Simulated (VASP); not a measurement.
Write the native input for VASP 6.6.1 that does the following.

```
Task                   : single point
Functional             : r2SCAN
Potentials or basis    : VASP PAW PBE potentials, release 64 (Ti_sv)
Cutoff                 : 520 eV
k mesh                 : 11 × 11 × 11
Occupations            : fermi-dirac, width 0.05 eV
Spin                   : no spin polarisation
Dipole correction      : no
Further INCAR settings : ALGO = Normal; EDIFF = 1e-06; NBANDS = 12
```

The system is Ti.

```
Ti
1.0
    -1.67318    1.67318    1.67318
     1.67318   -1.67318    1.67318
     1.67318    1.67318   -1.67318
Ti
1
Direct
  0.00000 0.00000 0.00000
```

One way to write it, as run:

POSCAR

```
Ti
1.0
   -1.6731846416      1.6731846416      1.6731846416
    1.6731846416     -1.6731846416      1.6731846416
    1.6731846416      1.6731846416     -1.6731846416
Ti
1
Direct
    0.0000000000      0.0000000000      0.0000000000
```

INCAR.step1

```
SYSTEM = Ti
  PREC = Accurate
  ENCUT = 520
  ISMEAR = -1
  SIGMA = 0.05
  LREAL = .False.
  LASPH = .True.
  NELM = 60
  NBANDS = 12
  GGA = PE
  ALGO = Normal
  EDIFF = 1E-4
  LWAVE = .True.
  LCHARG = .False.
```

INCAR.step2

```
SYSTEM = Ti
  PREC = Accurate
  ENCUT = 520
  EDIFF = 1E-6
  ISMEAR = -1
  SIGMA = 0.05
  LREAL = .False.
  LASPH = .True.
  NELM = 60
  ALGO = Normal
  ISIF = 2
  LWAVE = .False.
  LCHARG = .False.
  METAGGA = R2SCAN
  LMIXTAU = .True.
  NBANDS = 12
  ISTART = 1
```

KPOINTS

```
regular mesh
0
Gamma
  11 11 11
  0 0 0
```

Potentials or basis: VASP PAW PBE potentials, release 64 (Ti_sv).

The run is started by

```console
$ cat potpaw_PBE.64/Ti_sv/POTCAR > POTCAR
$ cp INCAR.step1 INCAR
$ mpirun -np 1 vasp_std > vasp.out
$ cp INCAR.step2 INCAR
$ mpirun -np 1 vasp_std > vasp.out
```

It gave:

| Quantity | Value |
| --- | --- |
| Pressure | -7.9 GPa |
| Band gap on the k mesh | zero (band 6 reaches 8.41 eV, above the bottom of band 7 at 6.75 eV) |

Caveat: the PAW data sets were made with another functional, which shifts forces and pressure a little.

Run time: 26 s on 1 thread of Intel(R) Xeon(R) 6975P-C (Granite Rapids) (shared host), peak memory 0.15 GiB.
